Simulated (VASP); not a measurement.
# K (Pm-3m) in VASP: settings compared, part 2 of 2

VASP 6.6.1. Earlier steps stand in the parts before.

**3. Single point, PBEsol+D3(BJ)**

This run uses another cell than the first one, of 69.42 Å³/atom.

The input, INCAR:

```
ALGO = Fast
EDIFF = 1E-6
ENCUT = 520
GGA = PS
ISIF = 2
ISMEAR = -1
IVDW = 12
LASPH = T
LCHARG = F
LREAL = F
LWAVE = F
NBANDS = 10
NELM = 60
PREC = Accurate
SIGMA = 0.05
```

The input, KPOINTS:

```
k-points
0
Gamma
  6 6 6
```

The input, POSCAR:

```
K
1.0
    4.1099086883      0.0000000000      0.0000000000
    0.0000000000      4.1099086883      0.0000000000
    0.0000000000      0.0000000000      4.1099086883
K
1
Direct
    0.0000000000      0.0000000000      0.0000000000
```

Potentials or basis: VASP PAW PBE potentials, release 64 (K_sv).

On the command line:

```bash
$ cat potpaw_PBE.64/K_sv/POTCAR > POTCAR
$ mpirun -np 1 vasp_std > vasp.out
```

OUTCAR:

```text
EDIFF = 1E-6
   ENCUT = 520
   GGA = PS
   ISIF = 2
   ISMEAR = -1
   IVDW = 12
   LASPH = T
   LREAL = F
   NELM = 60
   PREC = Accurate
 IVDW          = 12

 ion  position               nearest neighbor table
   1  0.000  0.000  0.000-

  LATTYP: Found a simple cubic cell.
 ALAT       =     4.1099086883

  Lattice vectors:

 A1 = (   4.1099086883,   0.0000000000,   0.0000000000)
 A2 = (   0.0000000000,   4.1099086883,   0.0000000000)
 A3 = (   0.0000000000,   0.0000000000,   4.1099086883)

Analysis of symmetry for initial positions (statically):
=====================================================================
 Subroutine PRICEL returns:
 Original cell was already a primitive cell.

 Routine SETGRP: Setting up the symmetry group for a
 simple cubic supercell.

 Subroutine GETGRP returns: Found 48 space group operations
 (whereof 48 operations were pure point group operations)
 out of a pool of 48 trial point group operations.

The static configuration has the point symmetry O_h .

Analysis of symmetry for dynamics (positions and initial velocities):
=====================================================================
 Subroutine PRICEL returns:
 Original cell was already a primitive cell.

 Routine SETGRP: Setting up the symmetry group for a
 simple cubic supercell.

 Subroutine GETGRP returns: Found 48 space group operations
 (whereof 48 operations were pure point group operations)
 out of a pool of 48 trial point group operations.

The dynamic configuration has the point symmetry O_h .

 Subroutine INISYM returns: Found 48 space group operations
 (whereof 48 operations are pure point group operations),
 and found     1 'primitive' translations

[... 108 lines left out ...]
  volume/ion in A,a.u.               =      69.42       468.48
  Fermi-wavevector in a.u.,A,eV,Ry     =   0.828559  1.565750  9.340538  0.686510
  Thomas-Fermi vector in A             =   1.940956
   LORBIT       =      0    0 simple, 1 ext, 2 COOP (PROOUT), +10 PAW based schemes
   GGA     = PS    functional components
   LHFCALC =     F    Hartree Fock is set to
   AEXX    =    0.0000 exact exchange contribution
   IVDW    =    12    specifies the selected vdW correction
   LEPSILON=     F    determine dielectric tensor
   LRPA    =     F    only Hartree local field effects (RPA)
 non-spin polarized calculation
 RMM-DIIS sequential band-by-band and
  energy-cutoff  :      520.00
  volume of cell :       69.42
 maximum number of plane-waves:      1890
 NGX is ok and might be reduce to    32
   NGX = 15   NGY = 15   NGZ = 15

 number of electron       9.0000003 magnetization

 Free energy of the ion-electron system (eV)
  ---------------------------------------------------
  ext. energy  EPLUGINS =         0.00000000
  ---------------------------------------------------
  free energy    TOTEN  =        -1.01639873 eV

  energy without entropy =       -1.00686713  energy(sigma->0) =       -1.01163293

 E-fermi :   0.0528     XC(G=0):  -5.8375

 val. band max:        0.0515131176   @ k =   0.3333   0.3333   0.1667
 cond. band min:       0.1728459853   @ k =   0.5000   0.0000   0.0000
 fundamental gap:      0.1213328677
 Fermi energy:         0.0527538672

 k-point     1 :       0.0000    0.0000    0.0000
  band No.  band energies     occupation
      1     -32.1654      2.00000
      2     -15.6493      2.00000
      3     -15.6493      2.00000
      4     -15.6493      2.00000
      5      -2.2589      2.00000
      6       2.8854      0.00000
      7       2.8854      0.00000
      8       6.4682      0.00000
      9       6.4933      0.00000
     10       6.8716      0.00000
[... 235 lines left out ...]
 k-point    20 :       0.5000    0.5000    0.5000
  band No.  band energies     occupation
      1     -32.1424      2.00000
      2     -15.7493      2.00000
      3     -15.7493      2.00000
      4     -15.7493      2.00000
      5       2.2579      0.00000
      6       2.2579      0.00000
      7       2.2579      0.00000
      8       4.4598      0.00000
      9       4.8212      0.00000
     10       4.8212      0.00000

------------------------ aborting loop because EDIFF is reached ----------------------------------------

 Edisp (eV)   -0.13331

 E8    (eV) :    -0.1001

  FORCE on cell =-STRESS in cart. coord.  units (eV):
  Direction    XX          YY          ZZ          XY          YZ          ZX
  --------------------------------------------------------------------------------------
  -------------------------------------------------------------------------------------
  Total      -0.00518    -0.00518    -0.00518     0.00000     0.00000    -0.00000
  in kB      -0.11946    -0.11946    -0.11946     0.00000     0.00000    -0.00000
  external pressure =       -0.12 kB  Pullay stress =        0.00 kB

 VOLUME and BASIS-vectors are now :
 -----------------------------------------------------------------------------
  energy-cutoff  :      520.00
  volume of cell :       69.42
      direct lattice vectors                 reciprocal lattice vectors
     4.109908688  0.000000000  0.000000000     0.243314408  0.000000000  0.000000000
     0.000000000  4.109908688  0.000000000     0.000000000  0.243314408  0.000000000
     0.000000000  0.000000000  4.109908688     0.000000000  0.000000000  0.243314408

 POSITION                                       TOTAL-FORCE (eV/Angst)
 -----------------------------------------------------------------------------------
      0.00000      0.00000      0.00000         0.000000      0.000000      0.000000
 -----------------------------------------------------------------------------------
    total drift:                               -0.000000     -0.000000      0.000000

  FREE ENERGIE OF THE ION-ELECTRON SYSTEM (eV)
  ---------------------------------------------------
  free  energy   TOTEN  =        -1.1497111586 eV

  energy  without entropy=       -1.1401795647  energy(sigma->0) =       -1.14494536
```

OSZICAR:

```text
N       E                     dE             d eps       ncg     rms          rms(c)
DAV:   1     0.472285966789E+02    0.47229E+02   -0.37026E+03   400   0.697E+02
DAV:   2     0.502480280297E+00   -0.46726E+02   -0.46079E+02   418   0.197E+02
DAV:   3    -0.979095606206E+00   -0.14816E+01   -0.14782E+01   612   0.280E+01
DAV:   4    -0.102127684353E+01   -0.42181E-01   -0.42109E-01   514   0.434E+00
DAV:   5    -0.102247569430E+01   -0.11989E-02   -0.11986E-02   638   0.488E-01    0.206E+00
RMM:   6    -0.101824987330E+01    0.42258E-02   -0.34046E-03   511   0.434E-01    0.139E+00
RMM:   7    -0.101635730359E+01    0.18926E-02   -0.84372E-03   513   0.567E-01    0.117E-01
RMM:   8    -0.101635821832E+01   -0.91474E-06   -0.16099E-03   557   0.378E-01    0.515E-02
RMM:   9    -0.101639488927E+01   -0.36671E-04   -0.25897E-04   608   0.977E-02    0.330E-02
RMM:  10    -0.101639588525E+01   -0.99599E-06   -0.90217E-05   618   0.602E-02    0.113E-02
RMM:  11    -0.101639802346E+01   -0.21382E-05   -0.18670E-05   611   0.231E-02    0.128E-02
RMM:  12    -0.101639872750E+01   -0.70404E-06   -0.64468E-06   533   0.122E-02
   1 F= -.11497112E+01 E0= -.11449454E+01  d E =-.953159E-02
```

stdout:

```text
POSCAR found type information on POSCAR K
 POSCAR found :  1 types and       1 ions
 scaLAPACK will be used
 -----------------------------------------------------------------------------
|                                                                             |
|                                                                             |
|     You enforced a specific xc type in the INCAR file but a different       |
|     I HOPE YOU KNOW WHAT YOU ARE DOING!                                     |
|                                                                             |
 -----------------------------------------------------------------------------

 LDA part: xc-table for (Slater+PW92), standard interpolation
 POSCAR, INCAR and KPOINTS ok, starting setup
 FFT: planning ... GRIDC
 FFT: planning ... GRID_SOFT
 FFT: planning ... GRID
 WAVECAR not read
 entering main loop
```

It took 11 s on 1 thread of Intel Xeon 8259CL, shared host; peak memory 0.18 GiB.

What came out:

- Free energy: -1.1497 eV
- Pressure: 0.0 GPa
- Band gap on the k mesh: zero (an odd number of electrons rules out a gap without spin polarisation)
- Dispersion energy per atom: -0.133 eV

Caveat: the PAW data sets were made with another functional, which shifts forces and pressure a little.
